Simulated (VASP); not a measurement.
The system is HgTe.

```
Hg Te
1.0
     2.99252   -3.46693    0.00000
     2.99252    3.46693    0.00000
     0.00000    0.00000    5.79816
Hg Te
2 2
Direct
  0.65695 0.34305 0.25000
  0.34305 0.65695 0.75000
  0.21519 0.78481 0.25000
  0.78481 0.21519 0.75000
```

Base run:

| Quantity | Value |
| --- | --- |
| Program | VASP 6.6.1 |
| Functional | r2SCAN |
| Potentials or basis | VASP PAW PBE potentials, release 64 (Hg, Te) |
| Cutoff | 520 eV |
| k mesh | 6 × 6 × 5 |
| Occupations | fermi-dirac, width 0.05 eV |
| Spin | no spin polarisation |

Its results: band gap on the k mesh zero (band 18 reaches 4.01 eV, above the bottom of band 19 at 2.01 eV); pressure -1.3 GPa; largest force 0.174 eV/Å.

The run is repeated on the same cell with these changes: functional from r2SCAN to PBEsol. What comes out?

Band gap on the k mesh zero (band 18 reaches 4.05 eV, above the bottom of band 19 at 2.00 eV); pressure -3.3 GPa; largest force 0.188 eV/Å.

Caveats: the PAW data sets were made with another functional, which shifts forces and pressure a little; spin-orbit coupling is left out, which moves the levels of the heavy elements.
